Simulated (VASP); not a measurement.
A run of VASP 6.6.1 is set up as follows.

The input INCAR:

```
SYSTEM = SiO2
  PREC = Accurate
  ENCUT = 520
  EDIFF = 1E-8
  ISMEAR = 0
  SIGMA = 0.01
  LREAL = .FALSE.
  LASPH = .TRUE.
  NELM = 100
  ALGO = Normal
  ISIF = 2
  LWAVE = .FALSE.
  LCHARG = .FALSE.
  GGA = PE
  LEPSILON = .TRUE.
```

The input KPOINTS:

```
Automatic mesh
0
G
  6 6 8
  0 0 0
```

POSCAR

```
SiO2
1.0
    4.1851888049      0.0000000000      0.0000000000
    0.0000000000      4.1851888049      0.0000000000
    0.0000000000      0.0000000000      2.6688398925
Si O
2 4
Direct
    0.0000000000      0.0000000000      0.0000000000
    0.5000000000      0.5000000000      0.5000000000
    0.3061010091      0.3061010091      0.0000000000
    0.1938989909      0.8061010091      0.5000000000
    0.8061010091      0.1938989909      0.5000000000
    0.6938989909      0.6938989909      0.0000000000
```

Potentials or basis: VASP PAW PBE potentials, release 64 (Si, O).

The run is started by

```sh
$ cat potpaw_PBE.64/Si/POTCAR potpaw_PBE.64/O/POTCAR > POTCAR
$ mpirun -np 1 vasp_std > vasp.out
```

Predict the electronic dielectric tensor (diagonal).

3.36, 3.36, 3.53.

Predict the Born charges (mean of the diagonal).

Si +3.88; O -1.94 e.

Predict the band gap on the k mesh.

5.54 eV, direct.

Electronic dielectric tensor:
```
3.36 0.00 0.00
0.00 3.36 0.00
0.00 0.00 3.53
```

A k mesh can miss the band edges. Expect the measured gap to be larger: semilocal functionals such as PBE lack the derivative discontinuity.
